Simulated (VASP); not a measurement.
# SiB2Ir2 (I4/mmm) in VASP: a series of runs

Runs on SiB2Ir2. Level: r2SCAN. Tasks: single point, relaxation of cell and atoms.

Everything below comes from runs of VASP 6.6.1. Logs are shortened: lines on timing, memory, paths and dates and some standing lists are left out, and cuts for length are marked.

**1. The cell of the first run**

Symmetry: I4/mmm, No. 139, tetragonal system. The conventional cell has a = 3.913 Å, b = 3.913 Å, c = 7.461 Å, α = 90.00°, β = 90.00°, γ = 90.00°. Ir (site symmetry -4m2) has 4 B at 2.21 Å and 4 Si at 2.70 Å and 4 Ir at 2.77 Å within 2.9 Å. B (site symmetry 4mm) has 1 B at 1.67 Å and 4 Ir at 2.21 Å within 2.3 Å. Within 3.6 Å of Si (site symmetry 4/mmm) lie 8 Ir at 2.70 Å and 10 B at 2.89 to 2.90 Å.

**2. Single point, r2SCAN**

File POSCAR:

```
SiB2Ir2
1.0
    0.0000000000      3.9132220940      0.0000000000
    3.9132220940      0.0000000000      0.0000000000
    1.9566110470      1.9566110470     -3.7306247279
Ir B Si
2 2 1
Direct
    0.7500000000      0.2500000000      0.5000000000
    0.2500000000      0.7500000000      0.5000000000
    0.3882729854      0.3882729854      0.2234540292
    0.6117270146      0.6117270146      0.7765459708
    0.0000000000      0.0000000000      0.0000000000
```

File INCAR.step1:

```
SYSTEM = SiB2Ir2
ALGO = Normal
EDIFF = 1E-4
ENCUT = 520
GGA = PE
ISMEAR = 1
LASPH = .TRUE.
LCHARG = .FALSE.
LREAL = .FALSE.
LWAVE = .TRUE.
NBANDS = 22
NELM = 80
PREC = Accurate
SIGMA = 0.0109
```

File INCAR.step2:

```
SYSTEM = SiB2Ir2
ALGO = Normal
EDIFF = 1E-6
ENCUT = 520
ISIF = 2
ISMEAR = 1
ISTART = 1
LASPH = .TRUE.
LCHARG = .FALSE.
LMIXTAU = .TRUE.
LREAL = .FALSE.
LWAVE = .FALSE.
METAGGA = R2SCAN
NBANDS = 22
NELM = 80
PREC = Accurate
SIGMA = 0.0109
```

File KPOINTS:

```
k-points
0
G
  6 6 6
  0 0 0
```

Potentials or basis: VASP PAW PBE potentials, release 64 (Ir, B, Si).

Run with:

```
> cat potpaw_PBE.64/Ir/POTCAR potpaw_PBE.64/B/POTCAR potpaw_PBE.64/Si/POTCAR > POTCAR
> cp INCAR.step1 INCAR
> mpirun -np 1 vasp_std > vasp.out
> cp INCAR.step2 INCAR
> mpirun -np 1 vasp_std > vasp.out
```

OUTCAR:

```text
SYSTEM = SiB2Ir2
   EDIFF = 1E-6
   ENCUT = 520
   ISIF = 2
   ISMEAR = 1
   ISTART = 1
   LASPH = .TRUE.
   LREAL = .FALSE.
   METAGGA = R2SCAN
   NELM = 80
   PREC = Accurate

 ion  position               nearest neighbor table
   1  0.750  0.250  0.500-   3 2.21   3 2.21   4 2.21   4 2.21   5 2.70   5 2.70   5 2.70   5 2.70
                             2 2.77   2 2.77   2 2.77   2 2.77
   2  0.250  0.750  0.500-   3 2.21   3 2.21   4 2.21   4 2.21   5 2.70   5 2.70   5 2.70   5 2.70
                             1 2.77   1 2.77   1 2.77   1 2.77
   3  0.388  0.388  0.223-   4 1.67   2 2.21   1 2.21   2 2.21   1 2.21
   4  0.612  0.612  0.777-   3 1.67   1 2.21   1 2.21   2 2.21   2 2.21
   5  0.000  0.000  0.000-   1 2.70   2 2.70   1 2.70   2 2.70   1 2.70   2 2.70   1 2.70   2 2.70

  LATTYP: Found a body centered tetragonal cell.
 ALAT       =     3.9132220940
 C/A-ratio  =     1.9066767172

  Lattice vectors:

 A1 = (  -1.9566110470,   1.9566110470,   3.7306247279)
 A2 = (   1.9566110470,  -1.9566110470,   3.7306247279)
 A3 = (   1.9566110470,   1.9566110470,  -3.7306247279)

Analysis of symmetry for initial positions (statically):
=====================================================================
 Subroutine PRICEL returns:
 Original cell was already a primitive cell.

 Routine SETGRP: Setting up the symmetry group for a
 body centered tetragonal supercell.

 Subroutine GETGRP returns: Found 16 space group operations
 (whereof 16 operations were pure point group operations)
 out of a pool of 16 trial point group operations.

The static configuration has the point symmetry D_4h.

Analysis of symmetry for dynamics (positions and initial velocities):
=====================================================================
 Subroutine PRICEL returns:
 Original cell was already a primitive cell.

 Routine SETGRP: Setting up the symmetry group for a
 body centered tetragonal supercell.

 Subroutine GETGRP returns: Found 16 space group operations
 (whereof 16 operations were pure point group operations)
 out of a pool of 16 trial point group operations.

The dynamic configuration has the point symmetry D_4h.

 Subroutine INISYM returns: Found 16 space group operations
 (whereof 16 operations are pure point group operations),
 and found     1 'primitive' translations

----------------------------------------------------------------------------------------

                                     Primitive cell

  volume of cell :      57.1282

  direct lattice vectors                    reciprocal lattice vectors
     0.000000000  3.913222094  0.000000000     0.000000000  0.255543891  0.134025810
     3.913222094  0.000000000  0.000000000     0.255543891  0.000000000  0.134025810
     1.956611047  1.956611047 -3.730624728     0.000000000  0.000000000 -0.268051619

  length of vectors
     3.913222094  3.913222094  4.644805102     0.288557789  0.288557789  0.268051619

  position of ions in fractional coordinates (direct lattice)
     0.750000000  0.250000000  0.500000000
     0.250000000  0.750000000  0.500000000
     0.388272985  0.388272985  0.223454029
     0.611727015  0.611727015  0.776545971
     0.000000000  0.000000000  0.000000000

  ion indices of the primitive-cell ions
   primitive index   ion index
                 1           1
                 2           2
                 3           3
                 4           4
                 5           5

----------------------------------------------------------------------------------------

 KPOINTS: k-points

Automatic generation of k-mesh.
 Grid dimensions read from file:
 generate k-points for:    6    6    6

 Generating k-lattice:

  Cartesian coordinates                     Fractional coordinates (reciprocal lattice)
     0.000000000  0.042590648  0.022337635     0.166666667  0.000000000  0.000000000
     0.042590648  0.000000000  0.022337635     0.000000000  0.166666667  0.000000000
     0.000000000  0.000000000 -0.044675270     0.000000000  0.000000000  0.166666667

  Length of vectors
     0.048092965  0.048092965  0.044675270

  Shift w.r.t. Gamma in fractional coordinates (k-lattice)
     0.000000000  0.000000000  0.000000000

 Subroutine IBZKPT returns following result:
 ===========================================

 Found     30 irreducible k-points:

 Following reciprocal coordinates:
            Coordinates               Weight
  0.000000  0.000000  0.000000      1.000000
  0.166667  0.000000  0.000000      8.000000
  0.333333  0.000000  0.000000      8.000000
  0.500000  0.000000  0.000000      4.000000
  0.166667  0.166667  0.000000      8.000000
  0.333333  0.166667  0.000000     16.000000
[... 16 lines left out ...]
 -0.333333 -0.333333  0.166667      4.000000
 -0.166667 -0.333333  0.166667     16.000000
 [... further k-points ...]
   k-points           NKPTS =     30   k-points in BZ     NKDIM =     30   number of bands    NBANDS=     22
   number of dos      NEDOS =    301   number of ions     NIONS =      5
   total plane-waves  NPLWV =  32400
   dimension x,y,z NGX =    30 NGY =   30 NGZ =   36
   dimension x,y,z NGXF=    60 NGYF=   60 NGZF=   72
   ions per type =               2   2   1
   NGX,Y,Z   is equivalent  to a cutoff of  12.74, 12.74, 12.89 a.u.
   NGXF,Y,Z  is equivalent  to a cutoff of  25.49, 25.49, 25.77 a.u.
 SYSTEM =  SiB2Ir2
   PREC   = accura    normal or accurate (medium, high low for compatibility)
   ISTART =      1    job   : 0-new  1-cont  2-samecut
   ICHARG =      0    charge: 1-file 2-atom 10-const
   ISPIN  =      1    spin polarized calculation?
   LNONCOLLINEAR =      F non collinear calculations
   LSORBIT =      F    spin-orbit coupling
   LASPH  =      T    aspherical Exc in radial PAW
   ENCUT  =  520.0 eV  38.22 Ry    6.18 a.u.   7.28  7.28  8.64*2*pi/ulx,y,z
   NELM   =     80;   NELMIN=  2; NELMDL=  0     # of ELM steps
   EDIFF  = 0.1E-05   stopping-criterion for ELM
   LREAL  =      F    real-space projection
   EDIFFG = 0.1E-04   stopping-criterion for IOM
   NSW    =      0    number of steps for IOM
   IBRION =     -1    ionic relax: 0-MD 1-quasi-New 2-CG
   NFREE  =      0    steps in history (QN), initial steepest desc. (CG)
   ISIF   =      2    stress and relaxation
   ISYM   =      2    0-nonsym 1-usesym 2-fastsym
   POTIM  = 0.5000    time-step for ionic-motion
   TEBEG  =    0.0;   TEEND  =   0.0 temperature during run
   PSTRESS=    0.0 pullay stress
   NELECT =      28.0000    total number of electrons
   NUPDOWN=      -1.0000    fix difference up-down
   EMIN   =  10.00;   EMAX   =-10.00  energy-range for DOS
   EFERMI =   0.00;   METHOD = LEGACY
   ISMEAR =     1;   SIGMA  =   0.01  broadening in eV -4-tet -1-fermi 0-gaus
   EFERMI_NEDOS =   21; number of points for ismear=-14 and -15
   IALGO  =     38    algorithm
   IMIX   =      4    mixing-type and parameters
     AMIX     =   0.40;   BMIX     =  1.00
     AMIX_MAG =   1.60;   BMIX_MAG =  1.00
  volume/ion in A,a.u.               =      11.43        77.10
  Fermi-wavevector in a.u.,A,eV,Ry     =   1.290756  2.439174 22.667984  1.666050
  Thomas-Fermi vector in A             =   2.422568
   LORBIT       =      0    0 simple, 1 ext, 2 COOP (PROOUT), +10 PAW based schemes
   METAGGA = R2SCAN    functional components
   LHFCALC =     F    Hartree Fock is set to
   AEXX    =    0.0000 exact exchange contribution
   IVDW    =     0    specifies the selected vdW correction
   LEPSILON=     F    determine dielectric tensor
   LRPA    =     F    only Hartree local field effects (RPA)
 non-spin polarized calculation
 Methfessel and Paxton  Order N= 1 SIGMA  =   0.01
  energy-cutoff  :      520.00
  volume of cell :       57.13
 maximum number of plane-waves:      1558
 NGX is ok and might be reduce to    30
   NGX = 15   NGY = 15   NGZ = 17

 number of electron      28.0000002 magnetization

 Free energy of the ion-electron system (eV)
  ---------------------------------------------------
  ext. energy  EPLUGINS =         0.00000000
  ---------------------------------------------------
  free energy    TOTEN  =      -128.23942023 eV

  energy without entropy =     -128.23933815  energy(sigma->0) =     -128.23939287

 E-fermi :   9.5610     XC(G=0): -13.7593

 val. band max:        9.5333068680   @ k =   0.3333   0.0000   0.1667
 cond. band min:       9.5643683471   @ k =   0.5000   0.3333   0.1667
 fundamental gap:      0.0310614791
 Fermi energy:         9.5609651060

 k-point     1 :       0.0000    0.0000    0.0000
  band No.  band energies     occupation
      1      -4.8462      2.00000
      2      -0.3431      2.00000
      3       1.7611      2.00000
      4       2.0379      2.00000
      5       2.0380      2.00000
      6       2.9161      2.00000
[... 14 lines left out ...]
     21      13.6849      0.00000
     22      16.5392      0.00000

 k-point     2 :       0.1667    0.0000    0.0000
  band No.  band energies     occupation
      1      -4.4435      2.00000
      2      -0.1698      2.00000
      3       1.4371      2.00000
      4       1.8863      2.00000
      5       2.2816      2.00000
      6       3.1305      2.00000
[... 14 lines left out ...]
     21      15.5129      0.00000
     22      16.5158      0.00000

 k-point     3 :       0.3333    0.0000    0.0000
  band No.  band energies     occupation
      1      -3.3087      2.00000
      2      -0.3914      2.00000
      3       1.1832      2.00000
      4       2.0752      2.00000
      5       2.9390      2.00000
      6       3.7792      2.00000
[... 14 lines left out ...]
     21      15.8700      0.00000
     22      17.7259      0.00000
[... 476 lines left out ...]
 k-point    23 :      -0.3333   -0.3333    0.1667
  band No.  band energies     occupation
      1      -1.1330      2.00000
      2      -0.0651      2.00000
      3       0.0884      2.00000
      4       1.0703      2.00000
      5       2.7541      2.00000
      6       4.0346      2.00000
[... 14 lines left out ...]
     21      15.6335      0.00000
     22      17.5985      0.00000

 k-point    24 :      -0.1667   -0.3333    0.1667
  band No.  band energies     occupation
      1      -1.7051      2.00000
      2      -0.7393      2.00000
      3      -0.1536      2.00000
      4       2.2543      2.00000
      5       2.9029      2.00000
      6       3.9085      2.00000
[... 14 lines left out ...]
     21      15.5391      0.00000
     22      16.9254      0.00000

 [... further k-points ...]

------------------------ aborting loop because EDIFF is reached ----------------------------------------

  FORCE on cell =-STRESS in cart. coord.  units (eV):
  Direction    XX          YY          ZZ          XY          YZ          ZX
  --------------------------------------------------------------------------------------
  -------------------------------------------------------------------------------------
  Total        0.5460524      0.5460524      0.3712264      0.0000000      0.0000000      0.0000000
  in kB       15.3141999     15.3141999     10.4111544      0.0000000      0.0000000      0.0000000
  external PRESSURE =      13.6798514 kB  Pullay stress =       0.0000000 kB

 VOLUME and BASIS-vectors are now :
 -----------------------------------------------------------------------------
  energy-cutoff  :      520.00
  volume of cell :       57.13
      direct lattice vectors                 reciprocal lattice vectors
     0.000000000  3.913222094  0.000000000     0.000000000  0.255543891  0.134025810
     3.913222094  0.000000000  0.000000000     0.255543891  0.000000000  0.134025810
     1.956611047  1.956611047 -3.730624728     0.000000000  0.000000000 -0.268051619

 POSITION                                       TOTAL-FORCE (eV/Angst)
 -----------------------------------------------------------------------------------
      1.95661      3.91322     -1.86531        -0.000000      0.000000      0.000000
      3.91322      1.95661     -1.86531         0.000000     -0.000000      0.000000
      1.95661      1.95661     -0.83362        -0.000000     -0.000000      0.096700
      3.91322      3.91322     -2.89700         0.000000      0.000000     -0.096700
      0.00000      0.00000      0.00000         0.000000     -0.000000      0.000000
 -----------------------------------------------------------------------------------
    total drift:                                0.000000     -0.000000      0.000000

  FREE ENERGIE OF THE ION-ELECTRON SYSTEM (eV)
  ---------------------------------------------------
  free  energy   TOTEN  =      -128.2394202343 eV

  energy  without entropy=     -128.2393381516  energy(sigma->0) =     -128.23939287
```

It took 2.2 min on 1 thread of Intel Xeon Platinum 8259CL at 2.50GHz (Skylake/Cascade Lake), shared host; peak memory 0.2 GiB.

Results:

```
Free energy            : -128.2394 eV
Pressure               : 1.4 GPa
Largest force          : 0.097 eV/Å
Band gap on the k mesh : zero (bands 14 and 15 overlap by 1.07 eV)
```

Forces in eV/Å, atoms in the order of the input:
```
Ir   0.000  0.000  0.000
Ir   0.000  0.000  0.000
B    0.000  0.000  0.097
B    0.000  0.000 -0.097
Si   0.000  0.000  0.000
```

Stress tensor (GPa, compression positive):
```
1.53 0.00 0.00
0.00 1.53 0.00
0.00 0.00 1.04
```

Caveat: the PAW data sets were made with another functional, which shifts forces and pressure a little; spin-orbit coupling is left out, which moves the levels of the heavy elements.

**3. Relaxation of cell and atoms, r2SCAN**

This run uses another cell than the first one, of 12.65 Å³/atom.

File POSCAR:

```
SiB2Ir2
1.0
    0.0000000000      3.5205020000      0.0000000000
    3.5205020000      0.0000000000      0.0000000000
    1.7602510000      1.7602510000     -5.1027150000
Ir B Si
2 2 1
Direct
    0.7500000000      0.2500000000      0.5000000000
    0.2500000000      0.7500000000      0.5000000000
    0.3750000000      0.3750000000      0.2500000000
    0.6250000000      0.6250000000      0.7500000000
    0.0000000000      0.0000000000      0.0000000000
```

File INCAR.step1:

```
PREC = Accurate ; ENCUT = 600
ISMEAR = 1 ; SIGMA = 0.0109
LREAL = F ; LASPH = T
NELM = 80 ; GGA = PE
ALGO = Normal ; EDIFF = 1E-4
LWAVE = T ; LCHARG = F
```

File INCAR.step2:

```
PREC = Accurate ; ENCUT = 600
EDIFF = 1E-7 ; ISMEAR = 1
SIGMA = 0.0109 ; LREAL = F
LASPH = T ; NELM = 80
ALGO = Normal ; ISIF = 3
LWAVE = F ; LCHARG = F
METAGGA = R2SCAN ; LMIXTAU = T
IBRION = 2 ; NSW = 80
EDIFFG = -0.01 ; ISTART = 1
```

File KPOINTS:

```
Automatic mesh
0
Gamma
  6 6 6
```

Potentials or basis: VASP PAW PBE potentials, release 64 (Ir, B, Si).

Run with:

```
> cat potpaw_PBE.64/Ir/POTCAR potpaw_PBE.64/B/POTCAR potpaw_PBE.64/Si/POTCAR > POTCAR
> cp INCAR.step1 INCAR
> mpirun -np 1 vasp_std > vasp.out
> cp INCAR.step2 INCAR
> mpirun -np 1 vasp_std > vasp.out
```

Wall time 33 min (1 thread of Intel Xeon Platinum 8259CL at 2.50GHz (Skylake/Cascade Lake), shared host); peak memory 0.25 GiB.

Results (log left out):

* Free energy: -128.2421 eV
* Relaxed volume: 11.48 Å³/atom
* Relaxed cell: a = 3.919 Å, b = 3.919 Å, c = 4.653 Å, α = 65.09°, β = 65.09°, γ = 90.00°
* Space group after relaxing (to 0.1 Å): I4/mmm (No. 139)
* Energy gained by relaxing: 783.1 meV/atom
* Ionic steps: 20
* Pressure after relaxing: 0.0 GPa
* Largest force after relaxing: 0.008 eV/Å
* Band gap on the k mesh: zero (bands 14 and 15 overlap by 1.06 eV)

Forces on the atoms (eV/Å):
```
Ir   0.000  0.000  0.000
Ir   0.000  0.000  0.000
B    0.000  0.000  0.008
B    0.000  0.000 -0.008
Si   0.000  0.000  0.000
```

The path:
```tsv
step	energy change (eV)	largest force (eV/Å)	pressure (GPa)	volume (Å³)
1	0.0000	0.0708	17.43	63.24
2	-0.9116	1.2658	-29.27	75.61
3	-1.2273	1.1970	-17.89	70.93
4	-3.0442	1.8939	-10.57	62.97
5	-3.2169	2.7000	-7.40	61.01
6	-3.2432	2.9675	-5.49	60.15
7	-3.6114	0.2510	11.54	54.65
8	-3.6824	1.7696	5.39	56.02
9	-3.7518	1.9469	-5.67	58.39
10	-3.8221	0.2883	-1.92	57.42
11	-3.9132	0.2017	0.92	57.18
12	-3.9136	0.1996	1.16	57.15
13	-3.9136	0.2002	1.09	57.16
14	-3.9135	0.1516	-1.27	57.72
15	-3.9155	0.0179	-0.09	57.43
16	-3.9155	0.0142	-0.08	57.44
17	-3.9149	0.0738	-0.70	57.58
18	-3.9155	0.0106	-0.14	57.45
19	-3.9155	0.0252	0.15	57.40
20	-3.9155	0.0085	0.00	57.42
```

Final structure:
```
Ir B Si
1.0
     0.00000    3.91934    0.00000
     3.91934    0.00000    0.00000
     1.95967    1.95967   -3.73820
Ir B Si
2 2 1
Direct
  0.75000 0.25000 0.50000
  0.25000 0.75000 0.50000
  0.38854 0.38854 0.22292
  0.61146 0.61146 0.77708
  0.00000 0.00000 0.00000
```

Levels at points of the mesh, in eV from the Fermi level:
| k point | band 11 | band 12 | band 13 | band 14 | band 15 | band 16 | band 17 | band 18 |
| --- | --- | --- | --- | --- | --- | --- | --- | --- |
| (0.00, 0.00, 0.00) | -1.56 | -1.31 | 0.08 | 0.08 | 0.77 | 1.36 | 2.92 | 2.92 |
| (0.50, 0.00, 0.00) | -3.78 | -3.58 | -1.86 | 0.43 | 1.34 | 2.01 | 2.15 | 2.25 |
| (0.50, 0.50, 0.00) | -2.86 | -2.39 | -2.04 | -1.72 | 1.03 | 1.31 | 1.78 | 2.61 |
| (0.00, 0.00, 0.50) | -2.94 | -2.94 | -2.69 | -1.28 | 0.76 | 2.63 | 4.98 | 6.45 |

Caveat: a cell axis changed by over 15 % at a fixed basis, so the end point is rough; the PAW data sets were made with another functional, which shifts forces and pressure a little; spin-orbit coupling is left out, which moves the levels of the heavy elements.
